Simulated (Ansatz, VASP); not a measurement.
**Ge: VASP beside Ansatz**

```
Ge
1.0
     1.39715   -2.60052    0.00000
     1.39715    2.60052    0.00000
     0.00000    0.00000    2.73870
Ge
1
Direct
  0.50000 0.50000 0.00000
```

Change from the starting cell: strain +0.000 along x and y, +0.015 along z, atoms carried along.

Alike in both runs: task single point; functional r2SCAN; k mesh 20 × 20 × 18; occupations gaussian, width 0.15 eV; no spin polarisation.

|  | VASP | Ansatz |
| --- | --- | --- |
| version | VASP 6.6.1 | Ansatz 0.2.0 |
| potentials or method | VASP PAW PBE potentials, release 64 (Ge_d), cutoff 520 eV | scalar-relativistic, plane waves, PAW |
| valence electrons in the cell | 14 | 14 |

Ansatz gave:

- gap on the k mesh at the Fermi level (eV): none
- pressure (GPa): -4.0
- traceless stress, the component that is largest in VASP (GPa): -2.11

Task: What did VASP give for the same quantities?

Result: gap on the k mesh at the Fermi level (eV): none; pressure (GPa): -4.1; traceless stress, the component that is largest in VASP (GPa): -2.13.

VASP's potentials were made for PBE, not for r2SCAN. A gap of «none» marks a metal or a gap that the smearing closes. The functional is the same, so the differences come from potentials, cutoffs and numerics.
